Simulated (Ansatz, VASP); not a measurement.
**Li: VASP beside Ansatz**

```
Li
1.0
     4.30678    0.00214   -0.04454
     0.00214    4.35894    0.01590
    -0.04454    0.01590    4.32655
Li
4
Direct
  0.91514 0.10109 0.60034
  0.36110 0.32771 0.40265
  0.13423 0.65382 0.83732
  0.58954 0.91738 0.15969
```

Change from the starting cell: all atoms moved at random, cell strained at random.

Alike in both runs: task single point; functional PBE; k mesh 8 × 8 × 8; occupations gaussian, width 0.1 eV; no spin polarisation.

```csv
,VASP,Ansatz
version,VASP 6.6.1,Ansatz 0.2.0
potentials or method,"VASP PAW PBE potentials, release 64 (Li_sv), cutoff 520 eV","scalar-relativistic, plane waves, PAW"
valence electrons in the cell,12,12
```

```tsv
	VASP	Ansatz	Ansatz less VASP
gap on the k mesh at the Fermi level (eV)	none	none	-
rms of the force components (eV/Å)	0.388	0.387	-0.0004
```

Atom by atom the forces differ by 0.001 eV/Å (rms over components). A gap of «none» marks a metal or a gap that the smearing closes. The functional is the same, so the differences come from potentials, cutoffs and numerics.

Noted on VASP's run: the cutoff is short for stress, so the pressure is rough.
